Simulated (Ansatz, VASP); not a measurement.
## Two plane-wave programs on Ir

```
Ir
1.0
     0.01200    1.91970    1.91970
     1.91970    0.01200    1.91970
     1.93170    1.93170    0.00000
Ir
1
Direct
  0.00000 0.00000 0.00000
```

Change from the starting cell: strain +0.0125 x Voigt [0, 0, 0, 0, 0, 1], atoms carried along.

Alike in both runs: task single point; functional PBE; k mesh 22 × 22 × 22; occupations gaussian, width 0.15 eV; no spin polarisation.

|  | VASP | Ansatz |
| --- | --- | --- |
| version | VASP 6.6.1 | Ansatz 0.2.0 |
| potentials or method | VASP PAW PBE potentials, release 64 (Ir), cutoff 520 eV | scalar-relativistic, plane waves, PAW |
| valence electrons in the cell | 9 | 17 |

VASP gave:

```
gap on the k mesh at the Fermi level (eV)                     : none
pressure (GPa)                                                : 9.7
traceless stress, the component that is largest in VASP (GPa) : -3.50
```

Problem. Estimate Ansatz's values.

Solution. gap on the k mesh at the Fermi level (eV): none; pressure (GPa): 9.2; traceless stress, the component that is largest in VASP (GPa): -3.51.

A gap of «none» marks a metal or a gap that the smearing closes. With one functional, cell and mesh, what is left measures potentials, basis and numerics. VASP's potentials hold 9 valence electrons a cell and Ansatz's 17, so a difference there can come from the potentials and not from the codes.

Spin-orbit coupling is off throughout.
